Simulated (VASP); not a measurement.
**TiAl3: single point with PBE**

The system is TiAl3.

```
Ti Al
1.0
     0.00000    3.19328    3.19328
     3.19328    0.00000    3.19328
     3.19328    3.19328    0.00000
Ti Al
1 3
Cartesian
  3.1933 3.1933 3.1933
  0.0000 0.0000 0.0000
  1.5966 1.5966 1.5966
  4.7899 4.7899 4.7899
```

The cell was built from a structure type or drawn by symmetry, and may not be a known phase.

```json
{"Program": "VASP 6.6.1", "Task": "single point", "Functional": "PBE", "Potentials or basis": "VASP PAW PBE potentials, release 64 (Ti_sv, Al)", "Cutoff": "520 eV", "k mesh": "6 × 6 × 6", "Occupations": "gaussian, width 0.1 eV", "Spin": "collinear spin", "Starting moments": "[1.0, 0.0, 0.0, 0.0] μB", "Dipole correction": "no", "Further INCAR settings": "ALGO = Fast; EDIFF = 1e-06; NBANDS = 22"}
```

```yaml
Pressure: -0.1 GPa
Net_moment: 0.00 μB per cell
Valence_electrons_inside_the_program's_atomic_spheres: Ti 10.29; Al 0.75, 0.79 (each value once)
```

Levels at points of the mesh, in eV from the Fermi level:
Spin up:
| k point | band 6 | band 7 | band 8 | band 9 | band 10 | band 11 | band 12 | band 13 | band 14 | band 15 |
| --- | --- | --- | --- | --- | --- | --- | --- | --- | --- | --- |
| (0.00, 0.00, 0.00) | -2.50 | -2.50 | -2.50 | -0.41 | -0.41 | -0.14 | -0.14 | -0.14 | 0.36 | 2.73 |
| (0.50, 0.00, 0.00) | -7.55 | -2.91 | -2.91 | -0.89 | -0.46 | -0.38 | -0.38 | 0.11 | 0.11 | 3.09 |
| (0.50, 0.50, 0.00) | -7.04 | -4.67 | -3.56 | -3.56 | -1.69 | 0.20 | 0.20 | 0.47 | 2.14 | 3.18 |
Spin down:
```tsv
k point	band 7	band 8	band 9	band 10	band 11	band 12	band 13	band 14
(0.00, 0.00, 0.00)	-2.50	-2.50	-0.41	-0.41	-0.14	-0.14	-0.14	0.36
(0.50, 0.00, 0.00)	-2.91	-2.91	-0.89	-0.46	-0.38	-0.38	0.12	0.12
(0.50, 0.50, 0.00)	-4.67	-3.56	-3.56	-1.69	0.20	0.20	0.47	2.14
```

Run time: 3.1 min on 1 thread of Intel Xeon 8259CL (shared host), peak memory 0.25 GiB.
